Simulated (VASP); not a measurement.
# Cu in VASP: further runs

Runs on Cu. Level: PBEsol. Tasks: single point.

Program: VASP 6.6.1. These are calculated values, not measurements. Logs are shortened: lines on timing, memory, paths and dates and some standing lists are left out, and cuts for length are marked.

## 1. The cell of the first run

The cell holds a wire with vacuum, 1 atom: a = 9.000 Å, b = 9.300 Å, c = 2.254 Å, α = 90.00°, β = 90.00°, γ = 90.00°.

## 2. Single point, PBEsol, collinear spin, ferromagnetic start

Input file INCAR:

```
ALGO = Fast
EDIFF = 1E-6
ENCUT = 520
GGA = PS
ISIF = 2
ISMEAR = 0
ISPIN = 2
LASPH = T
LCHARG = F
LMAXMIX = 4
LORBIT = 11
LREAL = F
LWAVE = F
MAGMOM = 0.5
NBANDS = 16
NELM = 150
PREC = Accurate
SIGMA = 0.05
```

Input file KPOINTS:

```
k-points
0
Gamma
  1 1 28
```

Input file POSCAR:

```
Cu
1.0
    9.0000000000      0.0000000000      0.0000000000
    0.0000000000      9.3000000000      0.0000000000
    0.0000000000      0.0000000000      2.2538030581
Cu
1
Direct
    0.5000000000      0.5000000000      0.0000000000
```

Potentials or basis: VASP PAW PBE potentials, release 64 (Cu).

Command:

```sh
$ cat potpaw_PBE.64/Cu/POTCAR > POTCAR
$ mpirun -np 1 vasp_std > vasp.out
```

OUTCAR:

```text
EDIFF = 1E-6
   ENCUT = 520
   GGA = PS
   ISIF = 2
   ISMEAR = 0
   ISPIN = 2
   LASPH = T
   LORBIT = 11
   LREAL = F
   NELM = 150
   PREC = Accurate

 ion  position               nearest neighbor table
   1  0.500  0.500  0.000-

  LATTYP: Found a simple orthorhombic cell.
 ALAT       =     2.2538030581
 B/A-ratio  =     3.9932504163
 C/A-ratio  =     4.1263587635

  Lattice vectors:

 A1 = (   0.0000000000,   0.0000000000,   2.2538030581)
 A2 = (   9.0000000000,   0.0000000000,   0.0000000000)
 A3 = (   0.0000000000,   9.3000000000,   0.0000000000)

Analysis of symmetry for initial positions (statically):
=====================================================================
 Subroutine PRICEL returns:
 Original cell was already a primitive cell.

 Routine SETGRP: Setting up the symmetry group for a
 simple orthorhombic supercell.

 Subroutine GETGRP returns: Found  8 space group operations
 (whereof  8 operations were pure point group operations)
 out of a pool of  8 trial point group operations.

The static configuration has the point symmetry D_2h.

Analysis of symmetry for dynamics (positions and initial velocities):
=====================================================================
 Subroutine PRICEL returns:
 Original cell was already a primitive cell.

 Routine SETGRP: Setting up the symmetry group for a
 simple orthorhombic supercell.

 Subroutine GETGRP returns: Found  8 space group operations
 (whereof  8 operations were pure point group operations)
 out of a pool of  8 trial point group operations.

The dynamic configuration has the point symmetry D_2h.

Analysis of structural, dynamic, and magnetic symmetry:
=====================================================================
 Subroutine PRICEL returns:
 Original cell was already a primitive cell.

 Routine SETGRP: Setting up the symmetry group for a
 simple orthorhombic supercell.

 Subroutine GETGRP returns: Found  8 space group operations
 (whereof  8 operations were pure point group operations)
 out of a pool of  8 trial point group operations.

The overall configuration has the point symmetry D_2h.

 Subroutine INISYM returns: Found  8 space group operations
 (whereof  8 operations are pure point group operations),
 and found     1 'primitive' translations

----------------------------------------------------------------------------------------

                                     Primitive cell

  volume of cell :     188.6433

  direct lattice vectors                    reciprocal lattice vectors
     9.000000000  0.000000000  0.000000000     0.111111111  0.000000000  0.000000000
     0.000000000  9.300000000  0.000000000     0.000000000  0.107526882  0.000000000
     0.000000000  0.000000000  2.253803058     0.000000000  0.000000000  0.443694491

  length of vectors
     9.000000000  9.300000000  2.253803058     0.111111111  0.107526882  0.443694491

  position of ions in fractional coordinates (direct lattice)
     0.500000000  0.500000000  0.000000000

  ion indices of the primitive-cell ions
   primitive index   ion index
                 1           1

----------------------------------------------------------------------------------------

 KPOINTS: k-points

Automatic generation of k-mesh.
 Grid dimensions read from file:
 generate k-points for:    1    1   28

 Generating k-lattice:

  Cartesian coordinates                     Fractional coordinates (reciprocal lattice)
     0.111111111  0.000000000  0.000000000     1.000000000  0.000000000  0.000000000
     0.000000000  0.107526882  0.000000000     0.000000000  1.000000000  0.000000000
     0.000000000  0.000000000  0.015846232     0.000000000  0.000000000  0.035714286

  Length of vectors
     0.111111111  0.107526882  0.015846232

  Shift w.r.t. Gamma in fractional coordinates (k-lattice)
     0.000000000  0.000000000  0.000000000

 Subroutine IBZKPT returns following result:
 ===========================================

 Found     15 irreducible k-points:

 Following reciprocal coordinates:
            Coordinates               Weight
  0.000000  0.000000  0.000000      1.000000
  0.000000  0.000000  0.035714      2.000000
  0.000000  0.000000  0.071429      2.000000
  0.000000  0.000000  0.107143      2.000000
  0.000000  0.000000  0.142857      2.000000
  0.000000  0.000000  0.178571      2.000000
  0.000000  0.000000  0.214286      2.000000
  0.000000  0.000000  0.250000      2.000000
  0.000000  0.000000  0.285714      2.000000
  0.000000  0.000000  0.321429      2.000000
  0.000000  0.000000  0.357143      2.000000
  0.000000  0.000000  0.392857      2.000000
  0.000000  0.000000  0.428571      2.000000
  0.000000  0.000000  0.464286      2.000000
  0.000000  0.000000  0.500000      1.000000
   k-points           NKPTS =     15   k-points in BZ     NKDIM =     15   number of bands    NBANDS=     16
   number of dos      NEDOS =    301   number of ions     NIONS =      1
   total plane-waves  NPLWV =  88200
   dimension x,y,z NGX =    70 NGY =   70 NGZ =   18
   dimension x,y,z NGXF=   140 NGYF=  140 NGZF=   36
   ions per type =               1
   NGX,Y,Z   is equivalent  to a cutoff of  12.93, 12.51, 13.28 a.u.
   NGXF,Y,Z  is equivalent  to a cutoff of  25.86, 25.03, 26.55 a.u.
 SYSTEM =  unknown system
   PREC   = accura    normal or accurate (medium, high low for compatibility)
   ISTART =      0    job   : 0-new  1-cont  2-samecut
   ICHARG =      2    charge: 1-file 2-atom 10-const
   ISPIN  =      2    spin polarized calculation?
   LNONCOLLINEAR =      F non collinear calculations
   LSORBIT =      F    spin-orbit coupling
   LASPH  =      T    aspherical Exc in radial PAW
   ENCUT  =  520.0 eV  38.22 Ry    6.18 a.u.  16.73 17.29  4.19*2*pi/ulx,y,z
   NELM   =    150;   NELMIN=  2; NELMDL= -5     # of ELM steps
   EDIFF  = 0.1E-05   stopping-criterion for ELM
   LREAL  =      F    real-space projection
   EDIFFG = 0.1E-04   stopping-criterion for IOM
   NSW    =      0    number of steps for IOM
   IBRION =     -1    ionic relax: 0-MD 1-quasi-New 2-CG
   NFREE  =      0    steps in history (QN), initial steepest desc. (CG)
   ISIF   =      2    stress and relaxation
   ISYM   =      2    0-nonsym 1-usesym 2-fastsym
   POTIM  = 0.5000    time-step for ionic-motion
   TEBEG  =    0.0;   TEEND  =   0.0 temperature during run
   PSTRESS=    0.0 pullay stress
   NELECT =      11.0000    total number of electrons
   NUPDOWN=      -1.0000    fix difference up-down
   EMIN   =  10.00;   EMAX   =-10.00  energy-range for DOS
   EFERMI =   0.00;   METHOD = LEGACY
   ISMEAR =     0;   SIGMA  =   0.05  broadening in eV -4-tet -1-fermi 0-gaus
   EFERMI_NEDOS =   21; number of points for ismear=-14 and -15
   IALGO  =     68    algorithm
   IMIX   =      4    mixing-type and parameters
     AMIX     =   0.40;   BMIX     =  1.00
     AMIX_MAG =   1.60;   BMIX_MAG =  1.00
  volume/ion in A,a.u.               =     188.64      1273.03
  Fermi-wavevector in a.u.,A,eV,Ry     =   0.634832  1.199658  5.483301  0.403011
  Thomas-Fermi vector in A             =   1.698960
   LORBIT       =     11    0 simple, 1 ext, 2 COOP (PROOUT), +10 PAW based schemes
   GGA     = PS    functional components
   LHFCALC =     F    Hartree Fock is set to
   AEXX    =    0.0000 exact exchange contribution
   IVDW    =     0    specifies the selected vdW correction
   LEPSILON=     F    determine dielectric tensor
   LRPA    =     F    only Hartree local field effects (RPA)
 spin polarized calculation
 RMM-DIIS sequential band-by-band and
 Gauss-broadening in eV      SIGMA  =   0.05
  energy-cutoff  :      520.00
  volume of cell :      188.64
 maximum number of plane-waves:      5104
 NGX is ok and might be reduce to    70
   NGX = 33   NGY = 35   NGZ =  9

 number of electron      11.0000007 magnetization       0.1658268

 number of electron      11.0000007 magnetization      -0.0714512

 Free energy of the ion-electron system (eV)
  ---------------------------------------------------
  ext. energy  EPLUGINS =         0.00000000
  ---------------------------------------------------
  free energy    TOTEN  =        -1.94403909 eV

  energy without entropy =       -1.94157446  energy(sigma->0) =       -1.94280678

 E-fermi :  -4.5432     XC(G=0):  -2.1142

 val. band max:       -4.5725778465   @ k =   0.0000   0.0000   0.0357
 cond. band min:      -4.5354848855   @ k =   0.0000   0.0000   0.0000
 fundamental gap:      0.0370929610
 Fermi energy:        -4.5432067523

 spin component 1

 k-point     1 :       0.0000    0.0000    0.0000
  band No.  band energies     occupation
      1      -8.0181      1.00000
      2      -5.6459      1.00000
      3      -5.4280      1.00000
      4      -5.4277      1.00000
      5      -4.5355      0.41356
      6      -4.5355      0.41344
[... 8 lines left out ...]
     15       4.6766      0.00000
     16       4.9120      0.00000
[... 248 lines left out ...]
 k-point    15 :       0.0000    0.0000    0.5000
  band No.  band energies     occupation
      1      -6.3407      1.00000
      2      -6.3407      1.00000
      3      -5.0149      1.00000
      4      -5.0149      1.00000
      5      -4.6252      0.98980
      6      -0.3210      0.00000
[... 8 lines left out ...]
     15       8.7245      0.00000
     16       9.8769      0.00000
 Fermi energy:        -4.5432067523

 spin component 2

 k-point     1 :       0.0000    0.0000    0.0000
  band No.  band energies     occupation
      1      -8.0400      1.00000
      2      -5.6684      1.00000
      3      -5.4774      1.00000
      4      -5.4771      1.00000
      5      -4.6586      0.99945
      6      -4.6586      0.99945
[... 8 lines left out ...]
     15       4.6787      0.00000
     16       4.9139      0.00000
[... 248 lines left out ...]
 k-point    15 :       0.0000    0.0000    0.5000
  band No.  band energies     occupation
      1      -6.4445      1.00000
      2      -6.4445      1.00000
      3      -5.0676      1.00000
      4      -5.0676      1.00000
      5      -4.6712      0.99985
      6      -0.3238      0.00000
[... 8 lines left out ...]
     15       8.7263      0.00000
     16       9.8339      0.00000

------------------------ aborting loop because EDIFF is reached ----------------------------------------

  FORCE on cell =-STRESS in cart. coord.  units (eV):
  Direction    XX          YY          ZZ          XY          YZ          ZX
  --------------------------------------------------------------------------------------
  -------------------------------------------------------------------------------------
  Total       -0.0164767     -0.0139242      0.0681999      0.0000000      0.0000000     -0.0000000
  in kB       -0.1399390     -0.1182606      0.5792323      0.0000000      0.0000000     -0.0000000
  external PRESSURE =       0.1070109 kB  Pullay stress =       0.0000000 kB

 VOLUME and BASIS-vectors are now :
 -----------------------------------------------------------------------------
  energy-cutoff  :      520.00
  volume of cell :      188.64
      direct lattice vectors                 reciprocal lattice vectors
     9.000000000  0.000000000  0.000000000     0.111111111  0.000000000  0.000000000
     0.000000000  9.300000000  0.000000000     0.000000000  0.107526882  0.000000000
     0.000000000  0.000000000  2.253803058     0.000000000  0.000000000  0.443694491

 POSITION                                       TOTAL-FORCE (eV/Angst)
 -----------------------------------------------------------------------------------
      4.50000      4.65000      0.00000         0.000000      0.000000      0.000000
 -----------------------------------------------------------------------------------
    total drift:                                0.000000      0.000000      0.000000

  FREE ENERGIE OF THE ION-ELECTRON SYSTEM (eV)
  ---------------------------------------------------
  free  energy   TOTEN  =        -1.9440390938 eV

  energy  without entropy=       -1.9415744642  energy(sigma->0) =       -1.94280678

 total charge

# of ion       s       p       d       tot
------------------------------------------
    1        0.496   0.101   9.298   9.895

 magnetization (x)

# of ion       s       p       d       tot
------------------------------------------
    1       -0.000   0.001  -0.076  -0.075
```

It took 89 s on 1 thread of Intel Xeon Platinum 8488C (Sapphire Rapids), shared host; peak memory 0.37 GiB.

Results:

| Item | Value |
| --- | --- |
| Free energy | -1.9440 eV |
| Net moment | -0.07 μB per cell |
| Site moments | Cu -0.07 μB |
| Valence electrons inside the program's atomic spheres | Cu 9.89 |

Caveat: the PAW data sets were made with another functional, which shifts forces and pressure a little.

## 3. Single point, PBEsol, collinear spin, ferromagnetic start

This run uses another cell than the first one, of 189.81 Å³/atom, 1.006 times its volume.

Input file INCAR:

```
PREC = Accurate
ENCUT = 520
EDIFF = 1E-6
ISMEAR = 0
SIGMA = 0.05
LREAL = False
LASPH = True
NELM = 150
ALGO = Normal
ISIF = 2
LWAVE = False
LCHARG = False
ISPIN = 2
MAGMOM = 0.5
LORBIT = 11
LMAXMIX = 4
GGA = PS
NBANDS = 16
```

Input file KPOINTS:

```
Automatic mesh
0
Gamma
  1 1 28
```

Edit POSCAR of step 2 so:

```diff
@@ -4,3 +4,3 @@
     0.0000000000      9.3000000000      0.0000000000
-    0.0000000000      0.0000000000      2.2538030581
+    0.0000000000      0.0000000000      2.2677161085
 Cu
```

Potentials or basis: VASP PAW PBE potentials, release 64 (Cu).

Command:

```sh
$ cat potpaw_PBE.64/Cu/POTCAR > POTCAR
$ mpirun -np 1 vasp_std > vasp.out
```

Wall time 85 s (1 thread of Intel Xeon Platinum 8488C (Sapphire Rapids), shared host); peak memory 0.37 GiB.

Results (log left out):

```
Free energy                                           : -1.9439 eV
Net moment                                            : -0.07 μB per cell
Site moments                                          : Cu -0.07 μB
Valence electrons inside the program's atomic spheres : Cu 9.89
```

Levels at points of the mesh, in eV from the Fermi level:
Spin up:
```
           k point  band 2  band 3  band 4  band 5  band 6  band 7  band 8  band 9
(0.00, 0.00, 0.00)   -1.07   -0.86   -0.86    0.01    0.01    3.02    3.04    4.89
(0.00, 0.00, 0.50)   -1.75   -0.46   -0.46   -0.08    4.19    7.22   10.11   10.12
```
Spin down:
```csv
k point,band 2,band 3,band 4,band 5,band 6,band 7,band 8,band 9,band 10,band 11
"(0.00, 0.00, 0.00)",-1.09,-0.91,-0.91,-0.12,-0.12,3.03,3.04,4.88,5.93,7.04
"(0.00, 0.00, 0.50)",-1.85,-0.51,-0.51,-0.13,4.19,7.21,10.11,10.12,11.72,11.75
```

Caveat: the PAW data sets were made with another functional, which shifts forces and pressure a little.
